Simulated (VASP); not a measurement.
# Zn2SnO (P4/nmm) in VASP: a series of runs

Runs on Zn2SnO. Level: PBE. Tasks: single point, relaxation of cell and atoms.

All numbers are computed with VASP 6.6.1; they aren't measurements. Logs are shortened: lines on timing, memory, paths and dates and some standing lists are left out, and cuts for length are marked.

### 1 The cell of the first run

The structure is tetragonal, space group P4/nmm (No. 129). Conventional cell: a = 4.910 Å, b = 4.910 Å, c = 5.740 Å, α = 90.00°, β = 90.00°, γ = 90.00°. Within 3.5 Å of Zn (site symmetry -4m2) lie 8 Zn at 2.57 to 3.47 Å and 2 Sn at 2.87 Å. Within 2.7 Å of Zn (site symmetry 4mm) lie 1 O at 2.05 Å and 4 Zn at 2.57 Å. Within 3.3 Å of Sn (site symmetry -4m2) lie 4 O at 2.46 Å and 6 Zn at 2.87 to 3.25 Å. Within 2.7 Å of O (site symmetry 4mm) lie 1 Zn at 2.05 Å and 4 Sn at 2.46 Å.

The cell was generated, and may not be a known phase.

### 2 Single point, PBE

INCAR reads:

```
SYSTEM = Zn2SnO
PREC = Accurate ; ENCUT = 600
EDIFF = 1E-6 ; ISMEAR = 0
SIGMA = 0.1 ; LREAL = .False.
LASPH = .True. ; NELM = 120
ALGO = Normal ; ISIF = 2
LWAVE = .False. ; LCHARG = .True.
GGA = PE ; LELF = .True.
LVHAR = .True. ; NBANDS = 54
GGA_COMPAT = .False.
```

KPOINTS reads:

```
Automatic mesh
0
Gamma
  8 8 8
  0 0 0
```

POSCAR reads:

```
Zn2SnO
1.0
    4.9102478278      0.0000000000      0.0000000000
    0.0000000000      4.9102478278      0.0000000000
    0.0000000000      0.0000000000      5.7402935693
Zn Sn O
4 2 2
Direct
    0.5000000000      0.5000000000      0.0000000000
    0.0000000000      0.0000000000      0.0000000000
    0.0000000000      0.5000000000      0.1295708917
    0.5000000000      0.0000000000      0.8704291083
    0.5000000000      0.5000000000      0.5000000000
    0.0000000000      0.0000000000      0.5000000000
    0.0000000000      0.5000000000      0.4858768125
    0.5000000000      0.0000000000      0.5141231875
```

Potentials or basis: VASP PAW PBE potentials, release 64 (Zn, Sn_d, O).

Started as:

```sh
cat potpaw_PBE.64/Zn/POTCAR potpaw_PBE.64/Sn_d/POTCAR potpaw_PBE.64/O/POTCAR > POTCAR
mpirun -np 1 vasp_std > vasp.out
```

OUTCAR:

```text
SYSTEM = Zn2SnO
   PREC = Accurate
   ENCUT = 600
   EDIFF = 1E-6
   ISMEAR = 0
   LREAL = .False.
   LASPH = .True.
   NELM = 120
   ISIF = 2
   GGA = PE

 ion  position               nearest neighbor table
   1  0.500  0.500  0.000-   3 2.57   4 2.57   4 2.57   3 2.57   5 2.87   5 2.87
   2  0.000  0.000  0.000-   3 2.57   4 2.57   3 2.57   4 2.57   6 2.87   6 2.87
   3  0.000  0.500  0.130-   7 2.05   2 2.57   1 2.57   2 2.57   1 2.57   6 3.25   6 3.25   5 3.25
                             5 3.25
   4  0.500  0.000  0.870-   8 2.05   2 2.57   1 2.57   1 2.57   2 2.57   6 3.25   5 3.25   5 3.25
                             6 3.25
   5  0.500  0.500  0.500-   7 2.46   8 2.46   8 2.46   7 2.46   1 2.87   1 2.87   4 3.25   4 3.25
                             3 3.25   3 3.25   6 3.47   6 3.47   6 3.47   6 3.47
   6  0.000  0.000  0.500-   7 2.46   8 2.46   7 2.46   8 2.46   2 2.87   2 2.87   3 3.25   4 3.25
                             4 3.25   3 3.25   5 3.47   5 3.47   5 3.47   5 3.47
   7  0.000  0.500  0.486-   3 2.05   5 2.46   6 2.46   6 2.46   5 2.46
   8  0.500  0.000  0.514-   4 2.05   5 2.46   6 2.46   5 2.46   6 2.46

  LATTYP: Found a simple tetragonal cell.
 ALAT       =     4.9102478278
 C/A-ratio  =     1.1690435535

  Lattice vectors:

 A1 = (   4.9102478278,   0.0000000000,   0.0000000000)
 A2 = (   0.0000000000,   4.9102478278,   0.0000000000)
 A3 = (   0.0000000000,   0.0000000000,   5.7402935693)

Analysis of symmetry for initial positions (statically):
=====================================================================
 Subroutine PRICEL returns:
 Original cell was already a primitive cell.

 Routine SETGRP: Setting up the symmetry group for a
 simple tetragonal supercell.

 Subroutine GETGRP returns: Found 16 space group operations
 (whereof  8 operations were pure point group operations)
 out of a pool of 16 trial point group operations.

The static configuration has the point symmetry D_2d.
 The point group associated with its full space group is D_4h.

Analysis of symmetry for dynamics (positions and initial velocities):
=====================================================================
 Subroutine PRICEL returns:
 Original cell was already a primitive cell.

 Routine SETGRP: Setting up the symmetry group for a
 simple tetragonal supercell.

 Subroutine GETGRP returns: Found 16 space group operations
 (whereof  8 operations were pure point group operations)
 out of a pool of 16 trial point group operations.

The dynamic configuration has the point symmetry D_2d.
 The point group associated with its full space group is D_4h.

 Subroutine INISYM returns: Found 16 space group operations
 (whereof  8 operations are pure point group operations),
 and found     1 'primitive' translations

----------------------------------------------------------------------------------------

                                     Primitive cell

  volume of cell :     138.4015

  direct lattice vectors                    reciprocal lattice vectors
     4.910247828  0.000000000  0.000000000     0.203655708  0.000000000  0.000000000
     0.000000000  4.910247828  0.000000000     0.000000000  0.203655708  0.000000000
     0.000000000  0.000000000  5.740293569     0.000000000  0.000000000  0.174207118

  length of vectors
     4.910247828  4.910247828  5.740293569     0.203655708  0.203655708  0.174207118

  position of ions in fractional coordinates (direct lattice)
     0.500000000  0.500000000  0.000000000
     0.000000000  0.000000000  0.000000000
     0.000000000  0.500000000  0.129570892
     0.500000000  0.000000000  0.870429108
     0.500000000  0.500000000  0.500000000
     0.000000000  0.000000000  0.500000000
     0.000000000  0.500000000  0.485876813
     0.500000000  0.000000000  0.514123187

  ion indices of the primitive-cell ions
   primitive index   ion index
                 1           1
                 2           2
                 3           3
                 4           4
                 5           5
                 6           6
                 7           7
                 8           8

----------------------------------------------------------------------------------------

 KPOINTS: Automatic mesh

Automatic generation of k-mesh.
 Grid dimensions read from file:
 generate k-points for:    8    8    8

 Generating k-lattice:

  Cartesian coordinates                     Fractional coordinates (reciprocal lattice)
     0.025456964  0.000000000  0.000000000     0.125000000  0.000000000  0.000000000
     0.000000000  0.025456964  0.000000000     0.000000000  0.125000000  0.000000000
     0.000000000  0.000000000  0.021775890     0.000000000  0.000000000  0.125000000

  Length of vectors
     0.025456964  0.025456964  0.021775890

  Shift w.r.t. Gamma in fractional coordinates (k-lattice)
     0.000000000  0.000000000  0.000000000

 Subroutine IBZKPT returns following result:
 ===========================================

 Found     75 irreducible k-points:

 Following reciprocal coordinates:
            Coordinates               Weight
  0.000000  0.000000  0.000000      1.000000
  0.125000  0.000000  0.000000      4.000000
  0.250000  0.000000  0.000000      4.000000
  0.375000  0.000000  0.000000      4.000000
  0.500000  0.000000  0.000000      2.000000
  0.125000  0.125000  0.000000      4.000000
[... 16 lines left out ...]
  0.375000  0.125000  0.125000     16.000000
  0.500000  0.125000  0.125000      8.000000
 [... further k-points ...]
   k-points           NKPTS =     75   k-points in BZ     NKDIM =     75   number of bands    NBANDS=     54
   number of dos      NEDOS =    301   number of ions     NIONS =      8
   total plane-waves  NPLWV =  76800
   dimension x,y,z NGX =    40 NGY =   40 NGZ =   48
   dimension x,y,z NGXF=    80 NGYF=   80 NGZF=   96
   ions per type =               4   2   2
   NGX,Y,Z   is equivalent  to a cutoff of  13.54, 13.54, 13.90 a.u.
   NGXF,Y,Z  is equivalent  to a cutoff of  27.09, 27.09, 27.80 a.u.
 SYSTEM =  Zn2SnO
   PREC   = accura    normal or accurate (medium, high low for compatibility)
   ISTART =      0    job   : 0-new  1-cont  2-samecut
   ICHARG =      2    charge: 1-file 2-atom 10-const
   ISPIN  =      1    spin polarized calculation?
   LNONCOLLINEAR =      F non collinear calculations
   LSORBIT =      F    spin-orbit coupling
   LASPH  =      T    aspherical Exc in radial PAW
   ENCUT  =  600.0 eV  44.10 Ry    6.64 a.u.   9.81  9.81 11.46*2*pi/ulx,y,z
   NELM   =    120;   NELMIN=  2; NELMDL= -5     # of ELM steps
   EDIFF  = 0.1E-05   stopping-criterion for ELM
   LREAL  =      F    real-space projection
[... 7 lines left out ...]
   TEBEG  =    0.0;   TEEND  =   0.0 temperature during run
   PSTRESS=    0.0 pullay stress
   NELECT =      88.0000    total number of electrons
   NUPDOWN=      -1.0000    fix difference up-down
   EMIN   =  10.00;   EMAX   =-10.00  energy-range for DOS
   EFERMI =   0.00;   METHOD = LEGACY
   ISMEAR =     0;   SIGMA  =   0.10  broadening in eV -4-tet -1-fermi 0-gaus
   EFERMI_NEDOS =   21; number of points for ismear=-14 and -15
   IALGO  =     38    algorithm
   IMIX   =      4    mixing-type and parameters
     AMIX     =   0.40;   BMIX     =  1.00
     AMIX_MAG =   1.60;   BMIX_MAG =  1.00
  volume/ion in A,a.u.               =      17.30       116.75
  Fermi-wavevector in a.u.,A,eV,Ry     =   1.407739  2.660241 26.963053  1.981729
  Thomas-Fermi vector in A             =   2.529967
   LORBIT       =      0    0 simple, 1 ext, 2 COOP (PROOUT), +10 PAW based schemes
   GGA     = PE    functional components
   LHFCALC =     F    Hartree Fock is set to
   AEXX    =    0.0000 exact exchange contribution
   IVDW    =     0    specifies the selected vdW correction
   LEPSILON=     F    determine dielectric tensor
   LRPA    =     F    only Hartree local field effects (RPA)
 non-spin polarized calculation
 Gauss-broadening in eV      SIGMA  =   0.10
  energy-cutoff  :      600.00
  volume of cell :      138.40
 maximum number of plane-waves:      4656
 NGX is ok and might be reduce to    40
   NGX = 19   NGY = 19   NGZ = 23

 number of electron      87.9999980 magnetization

 Free energy of the ion-electron system (eV)
  ---------------------------------------------------
  ext. energy  EPLUGINS =         0.00000000
  ---------------------------------------------------
  free energy    TOTEN  =       -24.91427488 eV

  energy without entropy =      -24.90264339  energy(sigma->0) =      -24.90845913

 E-fermi :   4.3799     XC(G=0): -10.6159

 val. band max:        4.3793476563   @ k =   0.3750   0.3750   0.0000
 cond. band min:       4.4423029501   @ k =   0.2500   0.0000   0.5000
 fundamental gap:      0.0629552938
 Fermi energy:         4.3798763561

 k-point     1 :       0.0000    0.0000    0.0000
  band No.  band energies     occupation
      1     -17.3853      2.00000
      2     -17.2340      2.00000
      3     -17.1798      2.00000
      4     -17.0899      2.00000
      5     -17.0868      2.00000
      6     -17.0868      2.00000
[... 46 lines left out ...]
     53      10.0389      0.00000
     54      10.9836      0.00000

 k-point     2 :       0.1250    0.0000    0.0000
  band No.  band energies     occupation
      1     -17.3692      2.00000
      2     -17.2281      2.00000
      3     -17.1716      2.00000
      4     -17.0942      2.00000
      5     -17.0858      2.00000
      6     -17.0856      2.00000
[... 46 lines left out ...]
     53       9.9474      0.00000
     54      11.4927      0.00000
[... 1195 lines left out ...]
     53      10.1765      0.00000
     54      10.6379      0.00000

 k-point    24 :       0.5000    0.1250    0.1250
  band No.  band energies     occupation
      1     -17.1973      2.00000
      2     -17.1973      2.00000
      3     -17.1590      2.00000
      4     -17.1590      2.00000
      5     -17.0807      2.00000
      6     -17.0807      2.00000
[... 46 lines left out ...]
     53      10.5893      0.00000
     54      10.5893      0.00000

 [... further k-points ...]

------------------------ aborting loop because EDIFF is reached ----------------------------------------

  FORCE on cell =-STRESS in cart. coord.  units (eV):
  Direction    XX          YY          ZZ          XY          YZ          ZX
  --------------------------------------------------------------------------------------
  -------------------------------------------------------------------------------------
  Total        0.1206441      0.1206441      0.3029120      0.0000000      0.0000000      0.0000000
  in kB        1.3966122      1.3966122      3.5065992      0.0000000      0.0000000      0.0000000
  external PRESSURE =       2.0999412 kB  Pullay stress =       0.0000000 kB

 VOLUME and BASIS-vectors are now :
 -----------------------------------------------------------------------------
  energy-cutoff  :      600.00
  volume of cell :      138.40
      direct lattice vectors                 reciprocal lattice vectors
     4.910247828  0.000000000  0.000000000     0.203655708  0.000000000  0.000000000
     0.000000000  4.910247828  0.000000000     0.000000000  0.203655708  0.000000000
     0.000000000  0.000000000  5.740293569     0.000000000  0.000000000  0.174207118

 POSITION                                       TOTAL-FORCE (eV/Angst)
 -----------------------------------------------------------------------------------
      2.45512      2.45512      0.00000        -0.000000     -0.000000      0.000000
      0.00000      0.00000      0.00000         0.000000      0.000000      0.000000
      0.00000      2.45512      0.74377        -0.000000      0.000000     -0.045920
      2.45512      0.00000      4.99652         0.000000      0.000000      0.045920
      2.45512      2.45512      2.87015         0.000000      0.000000      0.000000
      0.00000      0.00000      2.87015         0.000000      0.000000      0.000000
      0.00000      2.45512      2.78908        -0.000000      0.000000      0.051558
      2.45512      0.00000      2.95122         0.000000      0.000000     -0.051558
 -----------------------------------------------------------------------------------
    total drift:                               -0.000000      0.000000      0.000000

  FREE ENERGIE OF THE ION-ELECTRON SYSTEM (eV)
  ---------------------------------------------------
  free  energy   TOTEN  =       -24.9142748769 eV

  energy  without entropy=      -24.9026433907  energy(sigma->0) =      -24.90845913
```

It took 5.6 min on 1 thread of Intel Xeon 6975P-C (Granite Rapids), shared host; peak memory 0.65 GiB.

What came out:

```yaml
Free_energy: -24.9143 eV
Pressure: 0.2 GPa
Largest_force: 0.052 eV/Å
Band_gap_on_the_k_mesh: zero (bands 44 and 45 overlap by 1.46 eV)
```

Forces in eV/Å, atoms in the order of the input:
```
Zn   0.000  0.000  0.000
Zn   0.000  0.000  0.000
Zn   0.000  0.000 -0.046
Zn   0.000  0.000  0.046
Sn   0.000  0.000  0.000
Sn   0.000  0.000  0.000
O    0.000  0.000  0.052
O    0.000  0.000 -0.052
```

Caveat: spin-orbit coupling is left out, which moves the levels of the heavy elements.

[end of part 1 of 2]

The gap in the log of VASP goes by the Fermi energy; the results here count the filled bands.